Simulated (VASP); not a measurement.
# Sb: single point with PBE

The system is Sb.

```
CELL_PARAMETERS angstrom
3.13879 0.00000 0.00000
0.00000 3.13879 0.00000
0.00000 0.00000 3.13879
ATOMIC_POSITIONS crystal
Sb 0.00000 0.00000 0.00000
```

This cell differs from its parent crystal: volume scaled by 0.98.

```yaml
Program: VASP 6.6.1
Task: single point
Functional: PBE
Potentials_or_basis: VASP PAW PBE potentials, release 64 (Sb)
Cutoff: 520 eV
k_mesh: 13 × 13 × 13
Occupations: fermi-dirac, width 0.05 eV
Spin: no spin polarisation
```

The pressure is -1.6 GPa.

Levels at points of the mesh, in eV from the Fermi level:
| k point | band 1 | band 2 | band 3 | band 4 | band 5 | band 6 |
| --- | --- | --- | --- | --- | --- | --- |
| (0.00, 0.00, 0.00) | -12.18 | 3.11 | 3.11 | 3.11 | 6.82 | 6.82 |

Run time: 5.2 s on 1 thread of Intel(R) Xeon(R) Platinum 8488C (Sapphire Rapids), on a shared host, peak memory 0.14 GiB.

Caveat: spin-orbit coupling is left out, which moves the levels of the heavy elements.
